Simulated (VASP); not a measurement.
# Ru (P6_3/mmc) in VASP: notebook, part 2 of 2

VASP 6.6.1. The steps go on from the part before.

## 4. Single point, LDA (10.47 Å³/atom)

This run uses another cell than the first one, of 10.47 Å³/atom.

Contents of INCAR:

```
SYSTEM = Ru
PREC = Accurate ; ENCUT = 560
EDIFF = 1E-6 ; ISMEAR = -1
SIGMA = 0.05 ; LREAL = .FALSE.
LASPH = .TRUE. ; NELM = 120
ALGO = Normal ; ISIF = 2
LWAVE = .FALSE. ; LCHARG = .FALSE.
GGA = CA ; NBANDS = 23
GGA_COMPAT = .FALSE.
```

Contents of KPOINTS:

```
regular mesh
0
G
  18 18 10
  0 0 0
```

Contents of POSCAR:

```
Ru
1.0
    2.4758442223      0.0000000000      0.0000000000
   -1.2379221112      2.1441439923      0.0000000000
    0.0000000000      0.0000000000      3.9439450912
Ru
2
Direct
    0.3333333333      0.6666666667      0.2500000000
    0.6666666667      0.3333333333      0.7500000000
```

Potentials or basis: VASP PAW LDA potentials, release 64 (Ru_sv).

Started as:

```
$ cat potpaw_LDA.64/Ru_sv/POTCAR > POTCAR
$ mpirun -np 1 vasp_std > vasp.out
```

OUTCAR:

```text
SYSTEM = Ru
   PREC = Accurate
   ENCUT = 560
   EDIFF = 1E-6
   ISMEAR = -1
   LREAL = .FALSE.
   LASPH = .TRUE.
   NELM = 120
   ISIF = 2
   GGA = CA

 ion  position               nearest neighbor table
   1  0.333  0.667  0.250-   2 2.44   2 2.44   2 2.44   2 2.44   2 2.44   2 2.44
   2  0.667  0.333  0.750-   1 2.44   1 2.44   1 2.44   1 2.44   1 2.44   1 2.44

  LATTYP: Found a hexagonal cell.
 ALAT       =     2.4758442223
 C/A-ratio  =     1.5929698063

  Lattice vectors:

 A1 = (   2.4758442223,   0.0000000000,   0.0000000000)
 A2 = (  -1.2379221112,   2.1441439923,   0.0000000000)
 A3 = (   0.0000000000,   0.0000000000,   3.9439450912)

Analysis of symmetry for initial positions (statically):
=====================================================================
 Subroutine PRICEL returns:
 Original cell was already a primitive cell.

 Routine SETGRP: Setting up the symmetry group for a
 hexagonal supercell.

 Subroutine GETGRP returns: Found 24 space group operations
 (whereof 12 operations were pure point group operations)
[... 155 lines left out ...]

 number of electron      31.9999988 magnetization

 Free energy of the ion-electron system (eV)
  ---------------------------------------------------
  ext. energy  EPLUGINS =         0.00000000
  ---------------------------------------------------
  free energy    TOTEN  =       -19.54412120 eV

  energy without entropy =      -19.53456968  energy(sigma->0) =      -19.53934544

 E-fermi :  21.0076     XC(G=0): -16.1988

 val. band max:       20.9934085166   @ k =   0.1667   0.1111   0.3000
 cond. band min:      21.0211147910   @ k =   0.2222  -0.0000   0.4000
 fundamental gap:      0.0277062744
 Fermi energy:        21.0076378252

 k-point     1 :       0.0000    0.0000    0.0000
  band No.  band energies     occupation
      1     -52.4958      2.00000
      2     -51.9167      2.00000
      3     -23.8541      2.00000
      4     -21.6962      2.00000
      5     -21.6962      2.00000
      6     -21.3355      2.00000
[... 613 lines left out ...]
     22      35.1029      0.00000
     23      36.1061      0.00000

 [... further k-points ...]
[... 5 lines left out ...]
  --------------------------------------------------------------------------------------
  -------------------------------------------------------------------------------------
  Total       18.1349682     18.1349682     18.1321087     -0.0000000      0.0000000      0.0000000
  in kB     1387.7756330   1387.7756330   1387.5568107     -0.0000000      0.0000000      0.0000000
  external PRESSURE =    1387.7026923 kB  Pullay stress =       0.0000000 kB

 VOLUME and BASIS-vectors are now :
 -----------------------------------------------------------------------------
  energy-cutoff  :      560.00
  volume of cell :       20.94
      direct lattice vectors                 reciprocal lattice vectors
     2.475844222  0.000000000  0.000000000     0.403902633  0.233193294  0.000000000
    -1.237922111  2.144143992  0.000000000     0.000000000  0.466386588  0.000000000
     0.000000000  0.000000000  3.943945091     0.000000000  0.000000000  0.253553226

 POSITION                                       TOTAL-FORCE (eV/Angst)
 -----------------------------------------------------------------------------------
     -0.00000      1.42943      0.98599        -0.000000      0.000000      0.000000
      1.23792      0.71471      2.95796         0.000000      0.000000      0.000000
 -----------------------------------------------------------------------------------
    total drift:                               -0.000000      0.000000     -0.000000

  FREE ENERGIE OF THE ION-ELECTRON SYSTEM (eV)
  ---------------------------------------------------
  free  energy   TOTEN  =       -19.5441212037 eV

  energy  without entropy=      -19.5345696811  energy(sigma->0) =      -19.53934544
```

OSZICAR:

```text
N       E                     dE             d eps       ncg     rms          rms(c)
DAV:   1     0.458888784360E+03    0.45889E+03   -0.21639E+04 10243   0.180E+03
DAV:   2    -0.760447650562E+01   -0.46649E+03   -0.44791E+03 11416   0.582E+02
DAV:   3    -0.204328164338E+02   -0.12828E+02   -0.12675E+02 11766   0.109E+02
DAV:   4    -0.205358035184E+02   -0.10299E+00   -0.10291E+00 11983   0.105E+01
DAV:   5    -0.205371849963E+02   -0.13815E-02   -0.13815E-02 11955   0.115E+00    0.424E+01
DAV:   6    -0.196541975223E+02    0.88299E+00   -0.15758E+00 11780   0.135E+01    0.153E+01
DAV:   7    -0.195531053575E+02    0.10109E+00   -0.23440E-01 12515   0.468E+00    0.250E+00
DAV:   8    -0.195442962167E+02    0.88091E-02   -0.16369E-02 10534   0.163E+00    0.243E-01
DAV:   9    -0.195441212390E+02    0.17498E-03   -0.21762E-04 12879   0.179E-01    0.820E-02
DAV:  10    -0.195441212037E+02    0.35341E-07   -0.85010E-06 10982   0.280E-02
   1 F= -.19544121E+02 E0= -.19539345E+02  d E =-.955152E-02
```

stdout:

```text
POSCAR found type information on POSCAR Ru
 POSCAR found :  1 types and       2 ions
 scaLAPACK will be used
 LDA part: xc-table for (Slater(with rela. corr.)+CA(PZ))
 , standard interpolation
 POSCAR, INCAR and KPOINTS ok, starting setup
 FFT: planning ... GRIDC
 FFT: planning ... GRID_SOFT
 FFT: planning ... GRID
 WAVECAR not read
 entering main loop
```

Run time: 56 s. Hardware: 1 thread of Intel Xeon Platinum 8375C at 2.90GHz (Ice Lake), shared host; peak memory 0.19 GiB.

Results:

```yaml
Free_energy: -19.5441 eV
Pressure: 138.8 GPa
Band_gap_on_the_k_mesh: zero (bands 16 and 17 overlap by 4.72 eV)
```

Levels at points of the mesh, in eV from the Fermi level:
```tsv
k point	band 14	band 15	band 16	band 17	band 18	band 19
(0.00, 0.00, 0.00)	-2.85	-2.85	-1.99	-1.99	1.71	1.71
(0.50, 0.00, 0.00)	-2.14	-2.06	2.27	2.90	2.93	5.91
(0.00, 0.00, 0.50)	-4.07	-3.52	-3.52	0.85	0.85	0.85
(0.50, 0.00, 0.50)	-1.56	0.77	0.77	2.65	2.65	4.78
```

Caveat: the cell stands under pressure.

The gap in the log of VASP goes by the Fermi energy; the results here count the filled bands.